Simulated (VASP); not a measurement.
# MgO (P6_3mc) in VASP: notebook

Runs on MgO. Level: PBE. Tasks: single point.

Everything below comes from runs of VASP 6.6.1. Logs are shortened: lines on timing, memory, paths and dates and some standing lists are left out, and cuts for length are marked.

### 1 The cell of the first run

It takes space group P6_3mc (No. 186, hexagonal). The conventional cell has a = 3.256 Å, b = 3.256 Å, c = 9.820 Å, α = 90.00°, β = 90.00°, γ = 120.00°. Mg (site symmetry 3m) has 4 O at 1.86 to 1.97 Å within 2.5 Å. Mg (site symmetry 3m) has 4 O at 1.88 to 1.97 Å within 2.5 Å. O (site symmetry 3m) has 4 Mg at 1.86 to 1.97 Å within 2.5 Å. Within 2.5 Å of O (site symmetry 3m) lie 4 Mg at 1.88 to 1.97 Å.

### 2 Single point, PBE (volume 11.269 Å^3 an atom, c/a of the conventional cell 3.0163)

Contents of INCAR:

```
ALGO = Normal
EDIFF = 1E-6
ENCUT = 520
GGA = PE
ISIF = 2
ISMEAR = 0
LASPH = T
LCHARG = F
LREAL = F
LWAVE = F
NBANDS = 26
NELM = 60
PREC = Accurate
SIGMA = 0.05
```

Contents of KPOINTS:

```
k-points
0
Gamma
  9 9 4
```

Contents of POSCAR:

```
MgO
1.0
    3.2557926122      0.0000000000      0.0000000000
   -1.6278963061      2.8195991116      0.0000000000
    0.0000000000      0.0000000000      9.8204472561
Mg O
4 4
Direct
    0.3333333333      0.6666666667      0.9694906392
    0.0000000000      0.0000000000      0.2208211786
    0.0000000000      0.0000000000      0.7208211786
    0.6666666667      0.3333333333      0.4694906392
    0.3333333333      0.6666666667      0.7800420079
    0.0000000000      0.0000000000      0.5296443544
    0.0000000000      0.0000000000      0.0296443544
    0.6666666667      0.3333333333      0.2800420079
```

Potentials or basis: VASP PAW PBE potentials, release 64 (Mg, O).

Run with:

```console
$ cat potpaw_PBE.64/Mg/POTCAR potpaw_PBE.64/O/POTCAR > POTCAR
$ mpirun -np 1 vasp_std > vasp.out
```

OUTCAR:

```text
EDIFF = 1E-6
   ENCUT = 520
   GGA = PE
   ISIF = 2
   ISMEAR = 0
   LASPH = T
   LREAL = F
   NELM = 60
   PREC = Accurate

 ion  position               nearest neighbor table
   1  0.333  0.667  0.969-   5 1.86   7 1.97   7 1.97   7 1.97   3 3.08   3 3.08   3 3.08   2 3.10
                             2 3.10   2 3.10
   2  0.000  0.000  0.221-   7 1.88   8 1.97   8 1.97   8 1.97   4 3.08   4 3.08   4 3.08   1 3.10
                             1 3.10   1 3.10
   3  0.000  0.000  0.721-   6 1.88   5 1.97   5 1.97   5 1.97   1 3.08   1 3.08   1 3.08   4 3.10
                             4 3.10   4 3.10
   4  0.667  0.333  0.469-   8 1.86   6 1.97   6 1.97   6 1.97   2 3.08   2 3.08   2 3.08   3 3.10
                             3 3.10   3 3.10
   5  0.333  0.667  0.780-   1 1.86   3 1.97   3 1.97   3 1.97
   6  0.000  0.000  0.530-   3 1.88   4 1.97   4 1.97   4 1.97
   7  0.000  0.000  0.030-   2 1.88   1 1.97   1 1.97   1 1.97
   8  0.667  0.333  0.280-   4 1.86   2 1.97   2 1.97   2 1.97

  LATTYP: Found a hexagonal cell.
 ALAT       =     3.2557926122
 C/A-ratio  =     3.0163000000

  Lattice vectors:

 A1 = (   3.2557926122,   0.0000000000,   0.0000000000)
 A2 = (  -1.6278963061,   2.8195991116,   0.0000000000)
 A3 = (   0.0000000000,   0.0000000000,   9.8204472561)

Analysis of symmetry for initial positions (statically):
=====================================================================
 Subroutine PRICEL returns:
 Original cell was already a primitive cell.

 Routine SETGRP: Setting up the symmetry group for a
 hexagonal supercell.

 Subroutine GETGRP returns: Found 12 space group operations
 (whereof  6 operations were pure point group operations)
 out of a pool of 24 trial point group operations.

The static configuration has the point symmetry C_3v.
 The point group associated with its full space group is C_6v.

Analysis of symmetry for dynamics (positions and initial velocities):
=====================================================================
 Subroutine PRICEL returns:
 Original cell was already a primitive cell.

 Routine SETGRP: Setting up the symmetry group for a
 hexagonal supercell.

 Subroutine GETGRP returns: Found 12 space group operations
 (whereof  6 operations were pure point group operations)
 out of a pool of 24 trial point group operations.

The dynamic configuration has the point symmetry C_3v.
 The point group associated with its full space group is C_6v.

 Subroutine INISYM returns: Found 12 space group operations
 (whereof  6 operations are pure point group operations),
 and found     1 'primitive' translations

----------------------------------------------------------------------------------------

                                     Primitive cell

  volume of cell :      90.1520

  direct lattice vectors                    reciprocal lattice vectors
     3.255792612  0.000000000  0.000000000     0.307144870  0.177330174  0.000000000
    -1.627896306  2.819599112  0.000000000     0.000000000  0.354660347  0.000000000
     0.000000000  0.000000000  9.820447256     0.000000000  0.000000000  0.101828356

  length of vectors
     3.255792612  3.255792612  9.820447256     0.354660347  0.354660347  0.101828356

  position of ions in fractional coordinates (direct lattice)
     0.333333333  0.666666667  0.969490639
     0.000000000  0.000000000  0.220821179
     0.000000000  0.000000000  0.720821179
     0.666666667  0.333333333  0.469490639
     0.333333333  0.666666667  0.780042008
     0.000000000  0.000000000  0.529644354
     0.000000000  0.000000000  0.029644354
     0.666666667  0.333333333  0.280042008

  ion indices of the primitive-cell ions
   primitive index   ion index
                 1           1
                 2           2
                 3           3
                 4           4
                 5           5
                 6           6
                 7           7
                 8           8

----------------------------------------------------------------------------------------

 KPOINTS: k-points

Automatic generation of k-mesh.
 Grid dimensions read from file:
 generate k-points for:    9    9    4

 Generating k-lattice:

  Cartesian coordinates                     Fractional coordinates (reciprocal lattice)
     0.034127208  0.019703353  0.000000000     0.111111111  0.000000000  0.000000000
     0.000000000  0.039406705  0.000000000     0.000000000  0.111111111  0.000000000
     0.000000000  0.000000000  0.025457089     0.000000000  0.000000000  0.250000000

  Length of vectors
     0.039406705  0.039406705  0.025457089

  Shift w.r.t. Gamma in fractional coordinates (k-lattice)
     0.000000000  0.000000000  0.000000000

 Subroutine IBZKPT returns following result:
 ===========================================

 Found     36 irreducible k-points:

 Following reciprocal coordinates:
            Coordinates               Weight
  0.000000  0.000000  0.000000      1.000000
  0.111111 -0.000000  0.000000      6.000000
  0.222222 -0.000000  0.000000      6.000000
  0.333333 -0.000000  0.000000      6.000000
  0.444444 -0.000000  0.000000      6.000000
  0.111111  0.111111  0.000000      6.000000
[... 16 lines left out ...]
  0.333333  0.222222  0.250000     24.000000
  0.333333  0.333333  0.250000      4.000000
 [... further k-points ...]
   k-points           NKPTS =     36   k-points in BZ     NKDIM =     36   number of bands    NBANDS=     26
   number of dos      NEDOS =    301   number of ions     NIONS =      8
   total plane-waves  NPLWV =  46080
   dimension x,y,z NGX =    24 NGY =   24 NGZ =   80
   dimension x,y,z NGXF=    48 NGYF=   48 NGZF=  160
   ions per type =               4   4
   NGX,Y,Z   is equivalent  to a cutoff of  12.25, 12.25, 13.54 a.u.
   NGXF,Y,Z  is equivalent  to a cutoff of  24.51, 24.51, 27.09 a.u.
 SYSTEM =  unknown system
   PREC   = accura    normal or accurate (medium, high low for compatibility)
   ISTART =      0    job   : 0-new  1-cont  2-samecut
   ICHARG =      2    charge: 1-file 2-atom 10-const
   ISPIN  =      1    spin polarized calculation?
   LNONCOLLINEAR =      F non collinear calculations
   LSORBIT =      F    spin-orbit coupling
   LASPH  =      T    aspherical Exc in radial PAW
   ENCUT  =  520.0 eV  38.22 Ry    6.18 a.u.   6.05  6.05 18.26*2*pi/ulx,y,z
   NELM   =     60;   NELMIN=  2; NELMDL= -5     # of ELM steps
   EDIFF  = 0.1E-05   stopping-criterion for ELM
   LREAL  =      F    real-space projection
   EDIFFG = 0.1E-04   stopping-criterion for IOM
   NSW    =      0    number of steps for IOM
   IBRION =     -1    ionic relax: 0-MD 1-quasi-New 2-CG
   NFREE  =      0    steps in history (QN), initial steepest desc. (CG)
   ISIF   =      2    stress and relaxation
   ISYM   =      2    0-nonsym 1-usesym 2-fastsym
   POTIM  = 0.5000    time-step for ionic-motion
   TEBEG  =    0.0;   TEEND  =   0.0 temperature during run
   PSTRESS=    0.0 pullay stress
   NELECT =      32.0000    total number of electrons
   NUPDOWN=      -1.0000    fix difference up-down
   EMIN   =  10.00;   EMAX   =-10.00  energy-range for DOS
   EFERMI =   0.00;   METHOD = LEGACY
   ISMEAR =     0;   SIGMA  =   0.05  broadening in eV -4-tet -1-fermi 0-gaus
   EFERMI_NEDOS =   21; number of points for ismear=-14 and -15
   IALGO  =     38    algorithm
   IMIX   =      4    mixing-type and parameters
     AMIX     =   0.40;   BMIX     =  1.00
     AMIX_MAG =   1.60;   BMIX_MAG =  1.00
  volume/ion in A,a.u.               =      11.27        76.05
  Fermi-wavevector in a.u.,A,eV,Ry     =   1.159132  2.190443 18.280623  1.343588
  Thomas-Fermi vector in A             =   2.295728
   LORBIT       =      0    0 simple, 1 ext, 2 COOP (PROOUT), +10 PAW based schemes
   GGA     = PE    functional components
   LHFCALC =     F    Hartree Fock is set to
   AEXX    =    0.0000 exact exchange contribution
   IVDW    =     0    specifies the selected vdW correction
   LEPSILON=     F    determine dielectric tensor
   LRPA    =     F    only Hartree local field effects (RPA)
 non-spin polarized calculation
 Gauss-broadening in eV      SIGMA  =   0.05
  energy-cutoff  :      520.00
  volume of cell :       90.15
 maximum number of plane-waves:      2460
   NGX = 13   NGY = 13   NGZ = 37

 number of electron      32.0000022 magnetization

 Free energy of the ion-electron system (eV)
  ---------------------------------------------------
  ext. energy  EPLUGINS =         0.00000000
  ---------------------------------------------------
  free energy    TOTEN  =       -46.48415878 eV

  energy without entropy =      -46.48415878  energy(sigma->0) =      -46.48415878

 E-fermi :   1.5807     XC(G=0):  -9.9451

 val. band max:        1.2873063608   @ k =   0.0000   0.0000   0.0000
 cond. band min:       5.0525146284   @ k =   0.0000   0.0000   0.0000
 fundamental gap:      3.7652082676
 Fermi energy:         1.5806888201

 k-point     1 :       0.0000    0.0000    0.0000
  band No.  band energies     occupation
      1     -15.0014      2.00000
      2     -14.5996      2.00000
      3     -14.5565      2.00000
      4     -14.1167      2.00000
      5      -1.9563      2.00000
      6      -0.7462      2.00000
[... 18 lines left out ...]
     25      15.6344      0.00000
     26      16.3114      0.00000

 k-point     2 :       0.1111   -0.0000    0.0000
  band No.  band energies     occupation
      1     -14.9347      2.00000
      2     -14.5525      2.00000
      3     -14.5095      2.00000
      4     -14.0948      2.00000
      5      -1.8324      2.00000
      6      -0.8348      2.00000
[... 18 lines left out ...]
     25      15.6767      0.00000
     26      15.9254      0.00000

 k-point     3 :       0.2222   -0.0000    0.0000
  band No.  band energies     occupation
      1     -14.7545      2.00000
      2     -14.4304      2.00000
      3     -14.3873      2.00000
      4     -14.0455      2.00000
      5      -1.4905      2.00000
      6      -1.1629      2.00000
[... 572 lines left out ...]
 k-point    23 :       0.3333    0.2222    0.2500
  band No.  band energies     occupation
      1     -14.2261      2.00000
      2     -14.1716      2.00000
      3     -14.0860      2.00000
      4     -14.0391      2.00000
      5      -1.6507      2.00000
      6      -1.5089      2.00000
[... 18 lines left out ...]
     25      14.8194      0.00000
     26      14.9947      0.00000

 k-point    24 :       0.3333    0.3333    0.2500
  band No.  band energies     occupation
      1     -14.1332      2.00000
      2     -14.1244      2.00000
      3     -14.0830      2.00000
      4     -14.0830      2.00000
      5      -1.3601      2.00000
      6      -1.3601      2.00000
[... 18 lines left out ...]
     25      14.8167      0.00000
     26      14.9326      0.00000

 [... further k-points ...]
[... 5 lines left out ...]
  --------------------------------------------------------------------------------------
  -------------------------------------------------------------------------------------
  Total        3.1180143      3.1180143     13.0462975      0.0000000     -0.0000000     -0.0000000
  in kB       55.4132108     55.4132108    231.8582174      0.0000000     -0.0000000     -0.0000000
  external PRESSURE =     114.2282130 kB  Pullay stress =       0.0000000 kB

 VOLUME and BASIS-vectors are now :
 -----------------------------------------------------------------------------
  energy-cutoff  :      520.00
  volume of cell :       90.15
      direct lattice vectors                 reciprocal lattice vectors
     3.255792612  0.000000000  0.000000000     0.307144870  0.177330174  0.000000000
    -1.627896306  2.819599112  0.000000000     0.000000000  0.354660347  0.000000000
     0.000000000  0.000000000  9.820447256     0.000000000  0.000000000  0.101828356

 POSITION                                       TOTAL-FORCE (eV/Angst)
 -----------------------------------------------------------------------------------
     -0.00000      1.87973      9.52083        -0.000000      0.000000      0.922288
      0.00000      0.00000      2.16856         0.000000      0.000000      0.931198
      0.00000      0.00000      7.07879        -0.000000     -0.000000      0.931198
      1.62790      0.93987      4.61061         0.000000     -0.000000      0.922288
     -0.00000      1.87973      7.66036        -0.000000      0.000000     -0.968058
      0.00000      0.00000      5.20134         0.000000     -0.000000     -0.885429
      0.00000      0.00000      0.29112        -0.000000     -0.000000     -0.885429
      1.62790      0.93987      2.75014         0.000000     -0.000000     -0.968058
 -----------------------------------------------------------------------------------
    total drift:                                0.000000      0.000001     -0.002222

  FREE ENERGIE OF THE ION-ELECTRON SYSTEM (eV)
  ---------------------------------------------------
  free  energy   TOTEN  =       -46.4841587815 eV

  energy  without entropy=      -46.4841587815  energy(sigma->0) =      -46.48415878
```

Run time: 31 s. Hardware: 1 thread of Intel Xeon 6975P-C (Granite Rapids), shared host; peak memory 0.23 GiB.

Results:

| Quantity | Value |
| --- | --- |
| Free energy | -46.4842 eV |
| Pressure | 11.4 GPa |
| Largest force | 0.968 eV/Å |
| Band gap on the k mesh | 3.77 eV, direct |

Forces in eV/Å, atoms in the order of the input:
```
Mg   0.000  0.000  0.922
Mg   0.000  0.000  0.931
Mg   0.000  0.000  0.931
Mg   0.000  0.000  0.922
O    0.000  0.000 -0.968
O    0.000  0.000 -0.885
O    0.000  0.000 -0.885
O    0.000  0.000 -0.968
```

Stress tensor (GPa, compression positive):
```
 5.54  0.00  0.00
 0.00  5.54  0.00
 0.00  0.00 23.19
```

### 3 Single point, PBE (volume 11.269 Å^3 an atom, c/a of the conventional cell 3.2049)

Contents of INCAR:

```
SYSTEM = MgO
  ALGO = Normal
  EDIFF = 1E-6
  ENCUT = 520
  GGA = PE
  ISIF = 2
  ISMEAR = 0
  LASPH = .True.
  LCHARG = .False.
  LREAL = .False.
  LWAVE = .False.
  NBANDS = 26
  NELM = 100
  PREC = Accurate
  SIGMA = 0.05
```

Contents of KPOINTS:

```
k-points
0
Gamma
  9 9 4
  0 0 0
```

POSCAR, as its differences from that of step 2:

```diff
@@ -2,5 +2,5 @@
 1.0
-    3.2557926122      0.0000000000      0.0000000000
-   -1.6278963061      2.8195991116      0.0000000000
-    0.0000000000      0.0000000000      9.8204472561
+    3.1906183031      0.0000000000      0.0000000000
+   -1.5953091516      2.7631565042      0.0000000000
+    0.0000000000      0.0000000000     10.2257466780
 Mg O
```

Potentials or basis: VASP PAW PBE potentials, release 64 (Mg, O).

Run with:

```console
$ cat potpaw_PBE.64/Mg/POTCAR potpaw_PBE.64/O/POTCAR > POTCAR
$ mpirun -np 1 vasp_std > vasp.out
```

Wall time 28 s (1 thread of Intel Xeon 6975P-C (Granite Rapids), shared host); peak memory 0.23 GiB.

The run converged. Its results:

```yaml
Free_energy: -46.6757 eV
Pressure: 10.9 GPa
Largest_force: 0.037 eV/Å
Band_gap_on_the_k_mesh: 3.92 eV, direct
```

Forces on the atoms (eV/Å):
```
Mg   0.000  0.000  0.030
Mg   0.000  0.000  0.005
Mg   0.000  0.000  0.005
Mg   0.000  0.000  0.030
O    0.000  0.000 -0.037
O    0.000  0.000  0.001
O    0.000  0.000  0.001
O    0.000  0.000 -0.037
```

Stress tensor (GPa, compression positive):
```
11.08  0.00  0.00
 0.00 11.08  0.00
 0.00  0.00 10.62
```

Levels at points of the mesh, in eV from the valence-band top:
```
           k point  band 12  band 13  band 14  band 15  band 16  band 17  band 18  band 19  band 20  band 21
(0.00, 0.00, 0.00)    -0.23    -0.23    -0.12    -0.12     0.00     3.92     6.29     6.41     9.08    10.31
(0.00, 0.00, 0.50)    -0.31    -0.15    -0.15    -0.15    -0.15     4.76     4.76     7.96     7.96    11.57
```

 A k mesh can miss the band edges.

### 4 Single point, PBE (volume 11.269 Å^3 an atom, c/a of the conventional cell 2.8388)

Contents of INCAR:

```
SYSTEM = MgO
ALGO = Normal
EDIFF = 1E-6
ENCUT = 520
GGA = PE
ISIF = 2
ISMEAR = 0
LASPH = .TRUE.
LCHARG = .TRUE.
LELF = .TRUE.
LREAL = .FALSE.
LVHAR = .TRUE.
LWAVE = .FALSE.
NBANDS = 26
NELM = 100
PREC = Accurate
SIGMA = 0.05
```

Contents of KPOINTS:

```
k-points
0
G
  9 9 4
  0 0 0
```

POSCAR, as its differences from that of step 3:

```diff
@@ -2,5 +2,5 @@
 1.0
-    3.1906183031      0.0000000000      0.0000000000
-   -1.5953091516      2.7631565042      0.0000000000
-    0.0000000000      0.0000000000     10.2257466780
+    3.3222831679      0.0000000000      0.0000000000
+   -1.6611415840      2.8771816219      0.0000000000
+    0.0000000000      0.0000000000      9.4312974569
 Mg O
```

Run with:

```console
$ cat potpaw_PBE.64/Mg/POTCAR potpaw_PBE.64/O/POTCAR > POTCAR
$ mpirun -np 1 vasp_std > vasp.out
```

It took 61 s on 1 thread of Intel Xeon Platinum 8488C (Sapphire Rapids), shared host; peak memory 0.25 GiB.

It converged, with:

```yaml
Free_energy: -45.8546 eV
Pressure: 13.6 GPa
Largest_force: 2.272 eV/Å
Band_gap_on_the_k_mesh: 3.60 eV, direct
```

Forces in eV/Å, atoms in the order of the input:
```
Mg   0.000  0.000  2.185
Mg   0.000  0.000  2.220
Mg   0.000  0.000  2.220
Mg   0.000  0.000  2.185
O    0.000  0.000 -2.272
O    0.000  0.000 -2.133
O    0.000  0.000 -2.133
O    0.000  0.000 -2.272
```

Stress tensor (GPa, compression positive):
```
 0.85  0.00  0.00
 0.00  0.85  0.00
 0.00  0.00 39.02
```

Levels at points of the mesh, in eV from the valence-band top:
| k point | band 12 | band 13 | band 14 | band 15 | band 16 | band 17 | band 18 | band 19 | band 20 | band 21 |
| --- | --- | --- | --- | --- | --- | --- | --- | --- | --- | --- |
| (0.00, 0.00, 0.00) | -0.62 | -0.62 | -0.45 | -0.45 | 0.00 | 3.60 | 5.96 | 6.20 | 8.68 | 10.54 |
| (0.00, 0.00, 0.50) | -0.75 | -0.51 | -0.51 | -0.51 | -0.51 | 4.48 | 4.48 | 7.66 | 7.66 | 11.85 |

Caveat: forces of over 1 eV/Å act on the atoms, so gaps and moduli don't describe the material at rest. A k mesh can miss the band edges.

### 5 The runs side by side

| cell | gap on the mesh (eV) | pressure (GPa) | largest force (eV/Å) |
| --- | --- | --- | --- |
| a = 3.256, b = 3.256, c = 9.820 Å, angles 90.0, 90.0, 120.0°, 8 atoms | 3.77 | 11.4 | 0.97 |
| a = 3.191, b = 3.191, c = 10.226 Å, angles 90.0, 90.0, 120.0°, 8 atoms | 3.92 | 10.9 | 0.04 |
| a = 3.322, b = 3.322, c = 9.431 Å, angles 90.0, 90.0, 120.0°, 8 atoms | 3.60 | 13.6 | 2.27 |

Alike in all rows: task single point; level PBE; potentials or basis VASP PAW PBE potentials, release 64 (Mg, O); no spin polarisation; k mesh 9 × 9 × 4; cutoff (eV) 520; smearing gaussian 0.05 eV.

Caveats: forces of over 1 eV/Å act on the atoms, so gaps and moduli don't describe the material at rest (some runs).

Absolute energies hang on the potentials; compare differences alone.
